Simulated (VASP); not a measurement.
# AgCl (Cmcm) in VASP: further runs, part 2 of 2

VASP 6.6.1. The steps go on from the part before.

## Step 3: Electric field gradients, PBEsol (zz strain of +3 %)

INCAR reads:

```
  PREC = Accurate
  ENCUT = 520
  EDIFF = 1E-8
  ISMEAR = -1
  SIGMA = 0.03
  LREAL = False
  LASPH = True
  NELM = 80
  ALGO = Normal
  ISIF = 2
  LWAVE = False
  LCHARG = False
  GGA = PS
  LEFG = True
  NBANDS = 26
```

KPOINTS reads:

```
regular mesh
0
Gamma
  9 9 8
```

POSCAR reads:

```
AgCl
1.0
    1.8709097030     -5.5565952358      0.0000000000
    1.8709097030      5.5565952358      0.0000000000
    0.0000000000      0.0000000000      4.0417584705
Ag Cl
2 2
Direct
    0.3965554000      0.6034446000      0.7500000000
    0.6034446000      0.3965554000      0.2500000000
    0.8654487300      0.1345512700      0.2500000000
    0.1345512700      0.8654487300      0.7500000000
```

Potentials or basis: VASP PAW PBE potentials, release 64 (Ag, Cl).

Launch:

```
$ cat potpaw_PBE.64/Ag/POTCAR potpaw_PBE.64/Cl/POTCAR > POTCAR
$ mpirun -np 1 vasp_std > vasp.out
```

OUTCAR:

```text
PREC = Accurate
   ENCUT = 520
   EDIFF = 1E-8
   ISMEAR = -1
   LREAL = False
   LASPH = True
   NELM = 80
   ISIF = 2
   GGA = PS

 ion  position               nearest neighbor table
   1  0.397  0.603  0.750-   3 2.78   3 2.78   3 2.78   3 2.78   4 2.91   2 3.06   2 3.06
   2  0.603  0.397  0.250-   4 2.78   4 2.78   4 2.78   4 2.78   3 2.91   1 3.06   1 3.06
   3  0.865  0.135  0.250-   1 2.78   1 2.78   1 2.78   1 2.78   2 2.91
   4  0.135  0.865  0.750-   2 2.78   2 2.78   2 2.78   2 2.78   1 2.91

  LATTYP: Found a base centered orthorhombic cell.
 ALAT       =     3.7418194060
 B/A-ratio  =     2.9699964819
 C/A-ratio  =     1.0801586159

  Lattice vectors:

 A1 = (   1.8709097030,  -5.5565952358,   0.0000000000)
 A2 = (   1.8709097030,   5.5565952358,   0.0000000000)
 A3 = (   0.0000000000,   0.0000000000,   4.0417584705)

Analysis of symmetry for initial positions (statically):
=====================================================================
 Subroutine PRICEL returns:
 Original cell was already a primitive cell.

 Routine SETGRP: Setting up the symmetry group for a
 base centered orthorhombic supercell.

 Subroutine GETGRP returns: Found  8 space group operations
 (whereof  4 operations were pure point group operations)
 out of a pool of  8 trial point group operations.

The static configuration has the point symmetry C_2h.
 The point group associated with its full space group is D_2h.

Analysis of symmetry for dynamics (positions and initial velocities):
=====================================================================
 Subroutine PRICEL returns:
[... 868 lines left out ...]

  FORCE on cell =-STRESS in cart. coord.  units (eV):
  Direction    XX          YY          ZZ          XY          YZ          ZX
  --------------------------------------------------------------------------------------
  -------------------------------------------------------------------------------------
  Total       -2.3534653     -1.8337461     -2.7769472      0.0000000      0.0000000      0.0000000
  in kB      -44.8700384    -34.9613225    -52.9439405      0.0000000      0.0000000      0.0000000
  external PRESSURE =     -44.2584338 kB  Pullay stress =       0.0000000 kB

 VOLUME and BASIS-vectors are now :
 -----------------------------------------------------------------------------
  energy-cutoff  :      520.00
  volume of cell :       84.04
      direct lattice vectors                 reciprocal lattice vectors
     1.870909703 -5.556595236  0.000000000     0.267249670 -0.089983160  0.000000000
     1.870909703  5.556595236  0.000000000     0.267249670  0.089983160  0.000000000
     0.000000000  0.000000000  4.041758470     0.000000000  0.000000000  0.247417060

 POSITION                                       TOTAL-FORCE (eV/Angst)
 -----------------------------------------------------------------------------------
      1.87091      1.14960      3.03132         0.000000     -0.006029     -0.000000
      1.87091     -1.14960      1.01044         0.000000      0.006029      0.000000
      1.87091     -4.06130      1.01044         0.000000     -0.058931     -0.000000
      1.87091      4.06130      3.03132         0.000000      0.058931     -0.000000
 -----------------------------------------------------------------------------------
    total drift:                                0.000000      0.000000      0.000000

  FREE ENERGIE OF THE ION-ELECTRON SYSTEM (eV)
  ---------------------------------------------------
  free  energy   TOTEN  =       -11.9488769047 eV

  energy  without entropy=      -11.9488636275  energy(sigma->0) =      -11.94887027

 Electric field gradients (V/A^2)
---------------------------------------------------------------------
 ion       V_xx      V_yy      V_zz      V_xy      V_xz      V_yz
---------------------------------------------------------------------
   1     -16.507    41.582   -25.075     0.000     0.000    -0.000
   2     -16.507    41.582   -25.075    -0.000     0.000     0.000
   3      25.954   -48.572    22.618     0.000    -0.000    -0.000
   4      25.954   -48.572    22.618     0.000     0.000    -0.000
---------------------------------------------------------------------

 Electric field gradients after diagonalization (V/A^2)
 (convention: |V_zz| > |V_xx| > |V_yy|)
----------------------------------------------------------------------
 ion       V_xx      V_yy      V_zz     asymmetry (V_yy - V_xx)/ V_zz
----------------------------------------------------------------------
   1     -25.075   -16.507    41.582       0.206
   2     -25.075   -16.507    41.582       0.206
   3      25.954    22.618   -48.572       0.069
   4      25.954    22.618   -48.572       0.069
----------------------------------------------------------------------

           NMR quadrupolar parameters

 Cq : quadrupolar parameter    Cq=e*Q*V_zz/h
 eta: asymmetry parameters     (V_yy - V_xx)/ V_zz
 Q  : nuclear electric quadrupole moment in mb (millibarn)
----------------------------------------------------------------------
 ion       Cq(MHz)       eta       Q (mb)
----------------------------------------------------------------------
   1       0.101       0.206       1.000
   2       0.101       0.206       1.000
   3      -0.117       0.069       1.000
   4      -0.117       0.069       1.000
----------------------------------------------------------------------
```

OSZICAR:

```text
N       E                     dE             d eps       ncg     rms          rms(c)
DAV:   1     0.234196696827E+03    0.23420E+03   -0.17663E+04  6500   0.129E+03
DAV:   2     0.585463237006E+00   -0.23361E+03   -0.22229E+03  7404   0.281E+02
DAV:   3    -0.122878016464E+02   -0.12873E+02   -0.12768E+02  7560   0.668E+01
DAV:   4    -0.124265533796E+02   -0.13875E+00   -0.13863E+00  7342   0.762E+00
DAV:   5    -0.124284461713E+02   -0.18928E-02   -0.18927E-02  7602   0.912E-01    0.839E+00
DAV:   6    -0.119544936209E+02    0.47395E+00   -0.10678E+00  7106   0.113E+01    0.585E+00
DAV:   7    -0.119557739930E+02   -0.12804E-02   -0.29506E-01  6770   0.297E+00    0.271E+00
DAV:   8    -0.119495748432E+02    0.61991E-02   -0.18603E-02  6892   0.130E+00    0.625E-01
DAV:   9    -0.119487999726E+02    0.77487E-03   -0.37714E-03  7374   0.693E-01    0.117E-01
DAV:  10    -0.119488504834E+02   -0.50511E-04   -0.38648E-04  6986   0.119E-01    0.610E-02
DAV:  11    -0.119488798691E+02   -0.29386E-04   -0.28256E-05  6786   0.524E-02    0.213E-02
DAV:  12    -0.119488771113E+02    0.27579E-05   -0.72466E-06  7150   0.375E-02    0.417E-03
DAV:  13    -0.119488769468E+02    0.16451E-06   -0.13673E-06  7050   0.650E-03    0.308E-03
DAV:  14    -0.119488769518E+02   -0.50441E-08   -0.15202E-07  7050   0.431E-03    0.194E-03
DAV:  15    -0.119488769190E+02    0.32808E-07   -0.34065E-08  6578   0.116E-03    0.708E-04
DAV:  16    -0.119488768956E+02    0.23400E-07   -0.42445E-09  4518   0.790E-04    0.305E-04
DAV:  17    -0.119488769047E+02   -0.91045E-08   -0.31944E-09  3420   0.507E-04
   1 F= -.11948877E+02 E0= -.11948870E+02  d E =-.132772E-04
```

Run time: 4.3 min. Hardware: 1 thread of Oxide Virtual Turin-like, shared host; peak memory 0.36 GiB.

Results:

```yaml
Free_energy: -11.9489 eV
Pressure: -4.4 GPa
Largest_force: 0.059 eV/Å
Band_gap_on_the_k_mesh: 0.35 eV, indirect (least direct gap 1.69 eV)
```

Forces in eV/Å, atoms in the order of the input:
```
Ag   0.000 -0.006  0.000
Ag   0.000  0.006  0.000
Cl   0.000 -0.059  0.000
Cl   0.000  0.059  0.000
```

Stress tensor (GPa, compression positive):
```
-4.49  0.00  0.00
 0.00 -3.50  0.00
 0.00  0.00 -5.29
```

Levels at points of the mesh, in eV from the valence-band top:
| k point | band 14 | band 15 | band 16 | band 17 | band 18 | band 19 | band 20 | band 21 | band 22 | band 23 |
| --- | --- | --- | --- | --- | --- | --- | --- | --- | --- | --- |
| (0.00, 0.00, 0.00) | -2.05 | -2.01 | -1.67 | -1.56 | -1.34 | 0.35 | 3.00 | 7.64 | 8.33 | 9.83 |
| (0.00, 0.00, 0.50) | -2.17 | -1.23 | -1.23 | -0.12 | -0.12 | 4.21 | 4.21 | 6.73 | 6.73 | 8.15 |

Electric field gradients, principal values (V/Å²):
```tsv
atom	least	middle	greatest (by size)
1 Ag	-16.507	-25.075	41.582
2 Ag	-16.507	-25.075	41.582
3 Cl	22.618	25.954	-48.572
4 Cl	22.618	25.954	-48.572
```

Caveat: the cell differs from its parent crystal (zz strain of +3 %); without QUAD_EFG the Cq values of the log hold for a quadrupole moment of 1 mb, not for the nuclei; the PAW data sets were made with another functional, which shifts forces and pressure a little.
